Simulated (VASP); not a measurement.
# Ni (Fm-3m) in VASP: single point with PBE

Aim: the single point of Ni with PBE.

Program: VASP 6.6.1. These are calculated values, not measurements. Logs are shortened: lines on timing, memory, paths and dates and some standing lists are left out, and cuts for length are marked.

## (1) The cell of the first run

It takes space group Fm-3m (No. 225, cubic). The conventional cell has a = 3.512 Å, b = 3.512 Å, c = 3.512 Å, α = 90.00°, β = 90.00°, γ = 90.00°. Ni (site symmetry m-3m) has 12 Ni at 2.48 Å within 3.3 Å.

## (2) Single point, PBE (10.83 Å³/atom)

File POSCAR:

```
Ni
1.0
    0.0000000000      1.7560872397      1.7560872397
    1.7560872397      0.0000000000      1.7560872397
    1.7560872397      1.7560872397      0.0000000000
Ni
1
Direct
    0.0000000000      0.0000000000      0.0000000000
```

File INCAR.step1:

```
SYSTEM = Ni
  ALGO = Normal
  EDIFF = 1E-6
  ENCUT = 520
  GGA = PE
  ISIF = 2
  ISMEAR = -1
  LASPH = .TRUE.
  LCHARG = .TRUE.
  LMAXMIX = 4
  LREAL = .FALSE.
  LWAVE = .FALSE.
  NBANDS = 11
  NELM = 80
  PREC = Accurate
  SIGMA = 0.05
```

File KPOINTS.step1:

```
k-points
0
G
  21 21 21
  0 0 0
```

File INCAR.step2:

```
SYSTEM = Ni
  ALGO = Normal
  EDIFF = 1E-6
  ENCUT = 520
  GGA = PE
  ICHARG = 11
  ISIF = 2
  ISMEAR = -5
  LASPH = .TRUE.
  LCHARG = .FALSE.
  LMAXMIX = 4
  LORBIT = 10
  LREAL = .FALSE.
  LWAVE = .FALSE.
  NBANDS = 11
  NEDOS = 2001
  NELM = 80
  PREC = Accurate
  SIGMA = 0.05
```

File KPOINTS.step2:

```
k-points
0
G
  32 32 32
  0 0 0
```

Potentials or basis: VASP PAW PBE potentials, release 64 (Ni).

The run is started by

```sh
$ cat potpaw_PBE.64/Ni/POTCAR > POTCAR
$ cp INCAR.step1 INCAR
$ cp KPOINTS.step1 KPOINTS
$ mpirun -np 1 vasp_std > vasp.out
$ cp INCAR.step2 INCAR
$ cp KPOINTS.step2 KPOINTS
$ mpirun -np 1 vasp_std > vasp.out
```

OUTCAR:

```text
SYSTEM = Ni
   EDIFF = 1E-6
   ENCUT = 520
   GGA = PE
   ICHARG = 11
   ISIF = 2
   ISMEAR = -5
   LASPH = .TRUE.
   LORBIT = 10
   LREAL = .FALSE.
   NELM = 80
   PREC = Accurate

 ion  position               nearest neighbor table
   1  0.000  0.000  0.000-

  LATTYP: Found a face centered cubic cell.
 ALAT       =     3.5121744794

  Lattice vectors:

 A1 = (   0.0000000000,   1.7560872397,   1.7560872397)
 A2 = (   1.7560872397,   0.0000000000,   1.7560872397)
 A3 = (   1.7560872397,   1.7560872397,   0.0000000000)

Analysis of symmetry for initial positions (statically):
=====================================================================
 Subroutine PRICEL returns:
 Original cell was already a primitive cell.

 Routine SETGRP: Setting up the symmetry group for a
 face centered cubic supercell.

 Subroutine GETGRP returns: Found 48 space group operations
 (whereof 48 operations were pure point group operations)
 out of a pool of 48 trial point group operations.

The static configuration has the point symmetry O_h .

Analysis of symmetry for dynamics (positions and initial velocities):
=====================================================================
 Subroutine PRICEL returns:
 Original cell was already a primitive cell.

 Routine SETGRP: Setting up the symmetry group for a
 face centered cubic supercell.

 Subroutine GETGRP returns: Found 48 space group operations
 (whereof 48 operations were pure point group operations)
 out of a pool of 48 trial point group operations.

The dynamic configuration has the point symmetry O_h .

 Subroutine INISYM returns: Found 48 space group operations
 (whereof 48 operations are pure point group operations),
 and found     1 'primitive' translations

----------------------------------------------------------------------------------------

                                     Primitive cell

  volume of cell :      10.8310

  direct lattice vectors                    reciprocal lattice vectors
     0.000000000  1.756087240  1.756087240    -0.284723896  0.284723896  0.284723896
     1.756087240  0.000000000  1.756087240     0.284723896 -0.284723896  0.284723896
     1.756087240  1.756087240  0.000000000     0.284723896  0.284723896 -0.284723896

  length of vectors
     2.483482391  2.483482391  2.483482391     0.493156253  0.493156253  0.493156253

  position of ions in fractional coordinates (direct lattice)
     0.000000000  0.000000000  0.000000000

  ion indices of the primitive-cell ions
   primitive index   ion index
                 1           1

----------------------------------------------------------------------------------------

 KPOINTS: k-points

Automatic generation of k-mesh.
 Grid dimensions read from file:
 generate k-points for:   32   32   32

 Generating k-lattice:

  Cartesian coordinates                     Fractional coordinates (reciprocal lattice)
    -0.008897622  0.008897622  0.008897622     0.031250000  0.000000000  0.000000000
     0.008897622 -0.008897622  0.008897622     0.000000000  0.031250000  0.000000000
     0.008897622  0.008897622 -0.008897622     0.000000000  0.000000000  0.031250000

  Length of vectors
     0.015411133  0.015411133  0.015411133

  Shift w.r.t. Gamma in fractional coordinates (k-lattice)
     0.000000000  0.000000000  0.000000000

 TETIRR: Found   4342 inequivalent tetrahedra from   196608

 Subroutine IBZKPT returns following result:
 ===========================================

 Found    897 irreducible k-points:

 Following reciprocal coordinates:
            Coordinates               Weight
  0.000000  0.000000  0.000000      1.000000
  0.031250  0.000000  0.000000      8.000000
  0.062500  0.000000  0.000000      8.000000
  0.093750  0.000000  0.000000      8.000000
  0.125000  0.000000  0.000000      8.000000
  0.156250  0.000000  0.000000      8.000000
[... 16 lines left out ...]
  0.187500  0.031250  0.000000     24.000000
  0.218750  0.031250  0.000000     24.000000
 [... further k-points ...]
   k-points           NKPTS =    897   k-points in BZ     NKDIM =    897   number of bands    NBANDS=     11
   number of dos      NEDOS =   2001   number of ions     NIONS =      1
   total plane-waves  NPLWV =   5832
   dimension x,y,z NGX =    18 NGY =   18 NGZ =   18
   dimension x,y,z NGXF=    36 NGYF=   36 NGZF=   36
   ions per type =               1
   NGX,Y,Z   is equivalent  to a cutoff of  12.05, 12.05, 12.05 a.u.
   NGXF,Y,Z  is equivalent  to a cutoff of  24.10, 24.10, 24.10 a.u.
 SYSTEM =  Ni
   PREC   = accura    normal or accurate (medium, high low for compatibility)
   ISTART =      0    job   : 0-new  1-cont  2-samecut
   ICHARG =     11    charge: 1-file 2-atom 10-const
   ISPIN  =      1    spin polarized calculation?
   LNONCOLLINEAR =      F non collinear calculations
   LSORBIT =      F    spin-orbit coupling
   LASPH  =      T    aspherical Exc in radial PAW
   ENCUT  =  520.0 eV  38.22 Ry    6.18 a.u.   4.62  4.62  4.62*2*pi/ulx,y,z
   NELM   =     80;   NELMIN=  2; NELMDL=  0     # of ELM steps
   EDIFF  = 0.1E-05   stopping-criterion for ELM
   LREAL  =      F    real-space projection
   EDIFFG = 0.1E-04   stopping-criterion for IOM
   NSW    =      0    number of steps for IOM
   IBRION =     -1    ionic relax: 0-MD 1-quasi-New 2-CG
   NFREE  =      0    steps in history (QN), initial steepest desc. (CG)
   ISIF   =      2    stress and relaxation
   ISYM   =      2    0-nonsym 1-usesym 2-fastsym
   POTIM  = 0.5000    time-step for ionic-motion
   TEBEG  =    0.0;   TEEND  =   0.0 temperature during run
   PSTRESS=    0.0 pullay stress
   NELECT =      10.0000    total number of electrons
   NUPDOWN=      -1.0000    fix difference up-down
   EMIN   =  10.00;   EMAX   =-10.00  energy-range for DOS
   EFERMI =   0.00;   METHOD = LEGACY
   ISMEAR =    -5;   SIGMA  =   0.05  broadening in eV -4-tet -1-fermi 0-gaus
   EFERMI_NEDOS =   21; number of points for ismear=-14 and -15
   IALGO  =     38    algorithm
   IMIX   =      4    mixing-type and parameters
     AMIX     =   0.40;   BMIX     =  1.00
     AMIX_MAG =   1.60;   BMIX_MAG =  1.00
  volume/ion in A,a.u.               =      10.83        73.09
  Fermi-wavevector in a.u.,A,eV,Ry     =   1.594112  3.012434 34.575017  2.541192
  Thomas-Fermi vector in A             =   2.692237
   LORBIT       =     10    0 simple, 1 ext, 2 COOP (PROOUT), +10 PAW based schemes
   GGA     = PE    functional components
   LHFCALC =     F    Hartree Fock is set to
   AEXX    =    0.0000 exact exchange contribution
   IVDW    =     0    specifies the selected vdW correction
   LEPSILON=     F    determine dielectric tensor
   LRPA    =     F    only Hartree local field effects (RPA)
 non-spin polarized calculation
 Fermi weights with tetrahedron method with Bloechl corrections
  energy-cutoff  :      520.00
  volume of cell :       10.83
 maximum number of plane-waves:       303

 number of electron      10.0000013 magnetization

 Free energy of the ion-electron system (eV)
  ---------------------------------------------------
  ext. energy  EPLUGINS =         0.00000000
  ---------------------------------------------------
  free energy    TOTEN  =        -5.41175557 eV

  energy without entropy =       -5.41175557  energy(sigma->0) =       -5.41175557

 E-fermi :   9.2384     XC(G=0): -13.2801

 val. band max:        9.2420410350   @ k =   0.4375   0.1562   0.0000
 cond. band min:       9.1823185379   @ k =   0.4375   0.0000   0.0000
 fundamental gap:     -0.0597224971
 Fermi energy:         9.2383776875

 k-point     1 :       0.0000    0.0000    0.0000
  band No.  band energies     occupation
      1       0.3811      2.00000
      2       7.3944      2.00000
      3       7.3944      2.00000
      4       7.3944      2.00000
      5       8.4983      2.00000
      6       8.4983      2.00000
      7      33.1203      0.00000
      8      37.0890      0.00000
      9      37.0890      0.00000
     10      37.0890      0.00000
     11      40.1080      0.00000

 k-point     2 :       0.0312    0.0000    0.0000
  band No.  band energies     occupation
      1       0.4196      2.00000
      2       7.3836      2.00000
      3       7.4034      2.00000
      4       7.4034      2.00000
      5       8.4943      2.00000
      6       8.4943      2.00000
      7      33.0272      0.00000
      8      36.4118      0.00000
      9      36.9907      0.00000
     10      36.9907      0.00000
     11      40.2511      0.00000

 k-point     3 :       0.0625    0.0000    0.0000
  band No.  band energies     occupation
      1       0.5346      2.00000
      2       7.3521      2.00000
      3       7.4294      2.00000
      4       7.4294      2.00000
      5       8.4832      2.00000
      6       8.4832      2.00000
      7      32.6384      0.00000
      8      35.2941      0.00000
      9      36.7425      0.00000
     10      36.7425      0.00000
     11      40.6251      0.00000

 k-point     4 :       0.0938    0.0000    0.0000
  band No.  band energies     occupation
      1       0.7246      2.00000
      2       7.3027      2.00000
      3       7.4689      2.00000
      4       7.4689      2.00000
      5       8.4685      2.00000
      6       8.4685      2.00000
      7      31.7061      0.00000
      8      34.5407      0.00000
      9      36.4251      0.00000
     10      36.4251      0.00000
     11      41.1766      0.00000
[... 239 lines left out ...]
 k-point    22 :       0.1562    0.0312    0.0000
  band No.  band energies     occupation
      1       1.2327      2.00000
      2       7.1767      2.00000
      3       7.5569      2.00000
      4       7.5616      2.00000
      5       8.3911      2.00000
      6       8.5092      2.00000
      7      29.3041      0.00000
      8      33.7750      0.00000
      9      34.9100      0.00000
     10      36.9877      0.00000
     11      40.1249      0.00000

 k-point    23 :       0.1875    0.0312    0.0000
  band No.  band energies     occupation
      1       1.6044      2.00000
      2       7.1068      2.00000
      3       7.5954      2.00000
      4       7.5992      2.00000
      5       8.3945      2.00000
      6       8.5299      2.00000
      7      27.7040      0.00000
      8      33.5430      0.00000
      9      34.5634      0.00000
     10      36.8564      0.00000
     11      39.9540      0.00000

 k-point    24 :       0.2188    0.0312    0.0000
  band No.  band energies     occupation
      1       2.0317      2.00000
      2       7.0448      2.00000
      3       7.6132      2.00000
      4       7.6190      2.00000
      5       8.4293      2.00000
      6       8.5738      2.00000
      7      26.1012      0.00000
      8      33.3043      0.00000
      9      34.2604      0.00000
     10      36.6614      0.00000
     11      39.7157      0.00000

 [... further k-points ...]
[... 5 lines left out ...]
  --------------------------------------------------------------------------------------
  -------------------------------------------------------------------------------------
  Total       -0.0784844     -0.0784844     -0.0784844     -0.0000000     -0.0000000     -0.0000000
  in kB      -11.6098254    -11.6098254    -11.6098254     -0.0000000     -0.0000000     -0.0000000
  external PRESSURE =     -11.6098254 kB  Pullay stress =       0.0000000 kB

 VOLUME and BASIS-vectors are now :
 -----------------------------------------------------------------------------
  energy-cutoff  :      520.00
  volume of cell :       10.83
      direct lattice vectors                 reciprocal lattice vectors
     0.000000000  1.756087240  1.756087240    -0.284723896  0.284723896  0.284723896
     1.756087240  0.000000000  1.756087240     0.284723896 -0.284723896  0.284723896
     1.756087240  1.756087240  0.000000000     0.284723896  0.284723896 -0.284723896

 POSITION                                       TOTAL-FORCE (eV/Angst)
 -----------------------------------------------------------------------------------
      0.00000      0.00000      0.00000         0.000000     -0.000000      0.000000
 -----------------------------------------------------------------------------------
    total drift:                                0.000000     -0.000000      0.000000

  FREE ENERGIE OF THE ION-ELECTRON SYSTEM (eV)
  ---------------------------------------------------
  free  energy   TOTEN  =        -5.4117555739 eV

  energy  without entropy=       -5.4117555739  energy(sigma->0) =       -5.41175557

 total charge

# of ion       s       p       d       tot
------------------------------------------
    1        0.496   0.496   8.328   9.320
```

Wall time 73 s (1 thread of AMD EPYC 7R43 (Zen 3), shared host); peak memory 0.18 GiB.

What came out:

| Property | Result |
| --- | --- |
| Valence electrons inside the program's atomic spheres | Ni 9.32 |

Caveat: the run has no spin polarisation, though such a crystal can be magnetic; tetrahedron occupations give inexact forces and stress in metals. Spin polarisation is off, so any magnetic state and its effect on volume and gap are missing.
